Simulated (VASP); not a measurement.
# KTaO3 (P4/mmm) in VASP: further runs

Runs on KTaO3. Level: PBE. Tasks: single point.

Program: VASP 6.6.1. These are calculated values, not measurements. Logs are shortened: lines on timing, memory, paths and dates and some standing lists are left out, and cuts for length are marked.

## 1. The cell of the first run

It takes space group P4/mmm (No. 123, tetragonal). The conventional cell has a = 4.107 Å, b = 4.107 Å, c = 3.866 Å, α = 90.00°, β = 90.00°, γ = 90.00°. Within 3.7 Å of K (site symmetry 4/mmm) lie 12 O at 2.82 to 2.90 Å and 8 Ta at 3.49 Å. Within 2.6 Å of Ta (site symmetry 4/mmm) lie 6 O at 1.93 to 2.05 Å. Within 2.7 Å of O (site symmetry mmm) lie 2 Ta at 2.05 Å. Within 2.6 Å of O (site symmetry 4/mmm) lie 2 Ta at 1.93 Å.

## 2. Single point, PBE (volume 13.040 Å^3 an atom, c/a of the conventional cell 0.9415)

INCAR

```
ALGO = Normal
EDIFF = 1E-7
ENCUT = 520
GGA = PE
ISIF = 2
ISMEAR = 0
LASPH = T
LCHARG = F
LREAL = F
LWAVE = F
NBANDS = 27
NELM = 60
PREC = Accurate
SIGMA = 0.05
```

KPOINTS

```
k-points
0
Gamma
  8 8 8
```

POSCAR

```
KTaO3
1.0
    4.1065426041      0.0000000000      0.0000000000
    0.0000000000      4.1065426041      0.0000000000
    0.0000000000      0.0000000000      3.8663098617
K Ta O
1 1 3
Direct
    0.5000000000      0.5000000000      0.5000000000
    0.0000000000      0.0000000000      0.0000000000
    0.5000000000      0.0000000000      0.0000000000
    0.0000000000      0.5000000000      0.0000000000
    0.0000000000      0.0000000000      0.5000000000
```

Potentials or basis: VASP PAW PBE potentials, release 64 (K_sv, Ta_pv, O).

Run with:

```
$ cat potpaw_PBE.64/K_sv/POTCAR potpaw_PBE.64/Ta_pv/POTCAR potpaw_PBE.64/O/POTCAR > POTCAR
$ mpirun -np 1 vasp_std > vasp.out
```

OUTCAR:

```text
EDIFF = 1E-7
   ENCUT = 520
   GGA = PE
   ISIF = 2
   ISMEAR = 0
   LASPH = T
   LREAL = F
   NELM = 60
   PREC = Accurate

 ion  position               nearest neighbor table
   1  0.500  0.500  0.500-   3 2.82   4 2.82   3 2.82   4 2.82   3 2.82   3 2.82   4 2.82   4 2.82
                             2 3.49   2 3.49   2 3.49   2 3.49   2 3.49   2 3.49   2 3.49   2 3.49
   2  0.000  0.000  0.000-   5 1.93   5 1.93   3 2.05   4 2.05   4 2.05   3 2.05   1 3.49   1 3.49
                             1 3.49   1 3.49   1 3.49   1 3.49   1 3.49   1 3.49
   3  0.500  0.000  0.000-   2 2.05   2 2.05   1 2.82   1 2.82   1 2.82   1 2.82
   4  0.000  0.500  0.000-   2 2.05   2 2.05   1 2.82   1 2.82   1 2.82   1 2.82
   5  0.000  0.000  0.500-   2 1.93   2 1.93

  LATTYP: Found a simple tetragonal cell.
 ALAT       =     4.1065426041
 C/A-ratio  =     0.9415000000

  Lattice vectors:

 A1 = (   4.1065426041,   0.0000000000,   0.0000000000)
 A2 = (   0.0000000000,   4.1065426041,   0.0000000000)
 A3 = (   0.0000000000,   0.0000000000,   3.8663098617)

Analysis of symmetry for initial positions (statically):
=====================================================================
 Subroutine PRICEL returns:
 Original cell was already a primitive cell.

 Routine SETGRP: Setting up the symmetry group for a
 simple tetragonal supercell.

 Subroutine GETGRP returns: Found 16 space group operations
 (whereof 16 operations were pure point group operations)
 out of a pool of 16 trial point group operations.

The static configuration has the point symmetry D_4h.

Analysis of symmetry for dynamics (positions and initial velocities):
=====================================================================
 Subroutine PRICEL returns:
 Original cell was already a primitive cell.

 Routine SETGRP: Setting up the symmetry group for a
 simple tetragonal supercell.

 Subroutine GETGRP returns: Found 16 space group operations
 (whereof 16 operations were pure point group operations)
 out of a pool of 16 trial point group operations.

The dynamic configuration has the point symmetry D_4h.

 Subroutine INISYM returns: Found 16 space group operations
 (whereof 16 operations are pure point group operations),
 and found     1 'primitive' translations

----------------------------------------------------------------------------------------

                                     Primitive cell
[... 92 lines left out ...]
   LNONCOLLINEAR =      F non collinear calculations
   LSORBIT =      F    spin-orbit coupling
   LASPH  =      T    aspherical Exc in radial PAW
   ENCUT  =  520.0 eV  38.22 Ry    6.18 a.u.   7.64  7.64  7.19*2*pi/ulx,y,z
   NELM   =     60;   NELMIN=  2; NELMDL= -5     # of ELM steps
   EDIFF  = 0.1E-06   stopping-criterion for ELM
   LREAL  =      F    real-space projection
   EDIFFG = 0.1E-05   stopping-criterion for IOM
   NSW    =      0    number of steps for IOM
   IBRION =     -1    ionic relax: 0-MD 1-quasi-New 2-CG
   NFREE  =      0    steps in history (QN), initial steepest desc. (CG)
   ISIF   =      2    stress and relaxation
   ISYM   =      2    0-nonsym 1-usesym 2-fastsym
   POTIM  = 0.5000    time-step for ionic-motion
   TEBEG  =    0.0;   TEEND  =   0.0 temperature during run
   PSTRESS=    0.0 pullay stress
   NELECT =      38.0000    total number of electrons
   NUPDOWN=      -1.0000    fix difference up-down
   EMIN   =  10.00;   EMAX   =-10.00  energy-range for DOS
   EFERMI =   0.00;   METHOD = LEGACY
   ISMEAR =     0;   SIGMA  =   0.05  broadening in eV -4-tet -1-fermi 0-gaus
   EFERMI_NEDOS =   21; number of points for ismear=-14 and -15
   IALGO  =     38    algorithm
   IMIX   =      4    mixing-type and parameters
     AMIX     =   0.40;   BMIX     =  1.00
     AMIX_MAG =   1.60;   BMIX_MAG =  1.00
  volume/ion in A,a.u.               =      13.04        88.00
  Fermi-wavevector in a.u.,A,eV,Ry     =   1.367476  2.584154 25.442752  1.869990
  Thomas-Fermi vector in A             =   2.493525
   LORBIT       =      0    0 simple, 1 ext, 2 COOP (PROOUT), +10 PAW based schemes
   GGA     = PE    functional components
   LHFCALC =     F    Hartree Fock is set to
   AEXX    =    0.0000 exact exchange contribution
   IVDW    =     0    specifies the selected vdW correction
   LEPSILON=     F    determine dielectric tensor
   LRPA    =     F    only Hartree local field effects (RPA)
 non-spin polarized calculation
 Gauss-broadening in eV      SIGMA  =   0.05
  energy-cutoff  :      520.00
  volume of cell :       65.20
 maximum number of plane-waves:      1774
 NGX is ok and might be reduce to    32
   NGX = 15   NGY = 15   NGZ = 15

 number of electron      38.0000026 magnetization

 Free energy of the ion-electron system (eV)
  ---------------------------------------------------
  ext. energy  EPLUGINS =         0.00000000
  ---------------------------------------------------
  free energy    TOTEN  =       -40.88681274 eV

  energy without entropy =      -40.88681274  energy(sigma->0) =      -40.88681274

 E-fermi :   1.8976     XC(G=0): -10.7307

 val. band max:        1.6710462680   @ k =   0.5000   0.5000   0.5000
 cond. band min:       3.6690547889   @ k =   0.0000   0.0000   0.0000
 fundamental gap:      1.9980085209
 Fermi energy:         1.8975964557

 k-point     1 :       0.0000    0.0000    0.0000
  band No.  band energies     occupation
      1     -32.7019      2.00000
      2     -32.6042      2.00000
      3     -32.6042      2.00000
      4     -25.7182      2.00000
      5     -16.1423      2.00000
      6     -15.1673      2.00000
[... 709 lines left out ...]
     26      11.2273      0.00000
     27      12.1696      0.00000

 [... further k-points ...]
[... 5 lines left out ...]
  --------------------------------------------------------------------------------------
  -------------------------------------------------------------------------------------
  Total       -2.3359747     -2.3359747      6.9665201      0.0000000     -0.0000000      0.0000000
  in kB      -57.4023141    -57.4023141    171.1895118      0.0000000     -0.0000000      0.0000000
  external PRESSURE =      18.7949612 kB  Pullay stress =       0.0000000 kB

 VOLUME and BASIS-vectors are now :
 -----------------------------------------------------------------------------
  energy-cutoff  :      520.00
  volume of cell :       65.20
      direct lattice vectors                 reciprocal lattice vectors
     4.106542604  0.000000000  0.000000000     0.243513850  0.000000000  0.000000000
     0.000000000  4.106542604  0.000000000     0.000000000  0.243513850  0.000000000
     0.000000000  0.000000000  3.866309862     0.000000000  0.000000000  0.258644557

 POSITION                                       TOTAL-FORCE (eV/Angst)
 -----------------------------------------------------------------------------------
      2.05327      2.05327      1.93315         0.000000      0.000000      0.000000
      0.00000      0.00000      0.00000         0.000000      0.000000      0.000000
      2.05327      0.00000      0.00000         0.000000      0.000000      0.000000
      0.00000      2.05327      0.00000         0.000000      0.000000      0.000000
      0.00000      0.00000      1.93315         0.000000      0.000000      0.000000
 -----------------------------------------------------------------------------------
    total drift:                                0.000000      0.000000     -0.000000

  FREE ENERGIE OF THE ION-ELECTRON SYSTEM (eV)
  ---------------------------------------------------
  free  energy   TOTEN  =       -40.8868127425 eV

  energy  without entropy=      -40.8868127425  energy(sigma->0) =      -40.88681274
```

OSZICAR:

```text
N       E                     dE             d eps       ncg     rms          rms(c)
DAV:   1     0.322011825197E+03    0.32201E+03   -0.20766E+04  4050   0.140E+03
DAV:   2    -0.303659415680E+02   -0.35238E+03   -0.34168E+03  4833   0.403E+02
DAV:   3    -0.488811745370E+02   -0.18515E+02   -0.18430E+02  5746   0.900E+01
DAV:   4    -0.495769803075E+02   -0.69581E+00   -0.69469E+00  6648   0.107E+01
DAV:   5    -0.495807155839E+02   -0.37353E-02   -0.37348E-02  5353   0.830E-01    0.329E+01
DAV:   6    -0.411512834469E+02    0.84294E+01   -0.35873E+01  4820   0.394E+01    0.125E+01
DAV:   7    -0.409589074525E+02    0.19238E+00   -0.18758E+00  5260   0.867E+00    0.897E+00
DAV:   8    -0.409104693649E+02    0.48438E-01   -0.45193E-01  4973   0.550E+00    0.283E+00
DAV:   9    -0.408884513524E+02    0.22018E-01   -0.42662E-02  5025   0.158E+00    0.455E-01
DAV:  10    -0.408867843864E+02    0.16670E-02   -0.16674E-02  5395   0.812E-01    0.173E-01
DAV:  11    -0.408867863614E+02   -0.19750E-05   -0.13486E-03  5397   0.237E-01    0.351E-02
DAV:  12    -0.408868032732E+02   -0.16912E-04   -0.70211E-05  5321   0.665E-02    0.256E-02
DAV:  13    -0.408868127153E+02   -0.94421E-05   -0.18721E-05  5208   0.314E-02    0.532E-03
DAV:  14    -0.408868128463E+02   -0.13102E-06   -0.15027E-06  5564   0.939E-03    0.560E-03
DAV:  15    -0.408868127396E+02    0.10673E-06   -0.32752E-07  4575   0.425E-03    0.663E-04
DAV:  16    -0.408868127425E+02   -0.28713E-08   -0.30074E-08  2923   0.135E-03
   1 F= -.40886813E+02 E0= -.40886813E+02  d E =-.950913E-13
```

stdout:

```text
POSCAR found type information on POSCAR K TaO
 POSCAR found :  3 types and       5 ions
 scaLAPACK will be used
 LDA part: xc-table for (Slater+PW92), standard interpolation
 POSCAR, INCAR and KPOINTS ok, starting setup
 FFT: planning ... GRIDC
 FFT: planning ... GRID_SOFT
 FFT: planning ... GRID
 WAVECAR not read
 entering main loop
```

It took 55 s on 1 thread of Intel Xeon 6975P-C (Granite Rapids), shared host; peak memory 0.26 GiB.

What came out:

- Free energy: -40.8868 eV
- Pressure: 1.9 GPa
- Band gap on the k mesh: 2.00 eV, indirect (least direct gap 2.61 eV)

Levels at points of the mesh, in eV from the valence-band top:
| k point | band 17 | band 18 | band 19 | band 20 | band 21 | band 22 |
| --- | --- | --- | --- | --- | --- | --- |
| (0.00, 0.00, 0.00) | -0.65 | -0.65 | -0.62 | 2.00 | 2.09 | 2.09 |
| (0.50, 0.00, 0.00) | -1.48 | -1.00 | -0.82 | 2.21 | 4.53 | 4.54 |
| (0.50, 0.50, 0.00) | -1.88 | -1.76 | -0.06 | 4.57 | 4.57 | 5.70 |
| (0.00, 0.00, 0.50) | -1.40 | -0.82 | -0.82 | 2.20 | 5.31 | 5.31 |
| (0.50, 0.00, 0.50) | -1.28 | -1.24 | -0.13 | 4.59 | 5.33 | 6.31 |
| (0.50, 0.50, 0.50) | -0.08 | -0.08 | 0.00 | 5.84 | 6.41 | 6.41 |

Caveat: spin-orbit coupling is left out, which moves the levels of the heavy elements.

## 3. Single point, PBE (volume 13.040 Å^3 an atom, c/a of the conventional cell 1.0621)

INCAR

```
PREC = Accurate
ENCUT = 520
EDIFF = 1E-6
ISMEAR = 0
SIGMA = 0.05
LREAL = F
LASPH = T
NELM = 80
ALGO = Normal
ISIF = 2
LWAVE = F
LCHARG = T
GGA = PE
LELF = T
LVHAR = T
NBANDS = 27
```

KPOINTS

```
regular mesh
0
Gamma
  8 8 8
```

POSCAR, as its differences from that of step 2:

```diff
@@ -2,5 +2,5 @@
 1.0
-    4.1065426041      0.0000000000      0.0000000000
-    0.0000000000      4.1065426041      0.0000000000
-    0.0000000000      0.0000000000      3.8663098617
+    3.9448270848      0.0000000000      0.0000000000
+    0.0000000000      3.9448270848      0.0000000000
+    0.0000000000      0.0000000000      4.1898008468
 K Ta O
```

Potentials or basis: VASP PAW PBE potentials, release 64 (K_sv, Ta_pv, O).

Run with:

```
$ cat potpaw_PBE.64/K_sv/POTCAR potpaw_PBE.64/Ta_pv/POTCAR potpaw_PBE.64/O/POTCAR > POTCAR
$ mpirun -np 1 vasp_std > vasp.out
```

It took 56 s on 1 thread of Intel Xeon 6975P-C (Granite Rapids), shared host; peak memory 0.26 GiB.

The run converged. Its results:

| Property | Result |
| --- | --- |
| Free energy | -40.9067 eV |
| Pressure | 1.8 GPa |
| Band gap on the k mesh | 2.04 eV, indirect (least direct gap 2.60 eV) |

Stress tensor (GPa, compression positive):
```
  8.23   0.00   0.00
  0.00   8.23   0.00
  0.00   0.00 -11.00
```

Levels at points of the mesh, in eV from the valence-band top:
| k point | band 15 | band 16 | band 17 | band 18 | band 19 | band 20 | band 21 | band 22 | band 23 | band 24 |
| --- | --- | --- | --- | --- | --- | --- | --- | --- | --- | --- |
| (0.00, 0.00, 0.00) | -1.02 | -1.02 | -0.69 | -0.56 | -0.56 | 2.04 | 2.04 | 2.12 | 5.54 | 6.74 |
| (0.50, 0.00, 0.00) | -2.15 | -2.13 | -1.36 | -0.90 | -0.75 | 2.21 | 5.04 | 5.05 | 5.93 | 8.23 |
| (0.50, 0.50, 0.00) | -3.13 | -1.65 | -1.04 | -1.04 | -0.13 | 5.08 | 5.08 | 6.34 | 6.44 | 10.25 |
| (0.00, 0.00, 0.50) | -1.92 | -1.92 | -1.61 | -0.97 | -0.97 | 2.22 | 4.33 | 4.33 | 6.92 | 8.38 |
| (0.50, 0.00, 0.50) | -2.22 | -1.76 | -1.68 | -1.65 | -0.08 | 4.37 | 5.07 | 5.94 | 7.76 | 9.66 |
| (0.50, 0.50, 0.50) | -3.72 | -3.72 | -0.11 | 0.00 | 0.00 | 6.07 | 6.07 | 6.54 | 8.64 | 8.64 |

Caveat: spin-orbit coupling is left out, which moves the levels of the heavy elements. A k mesh can miss the band edges.
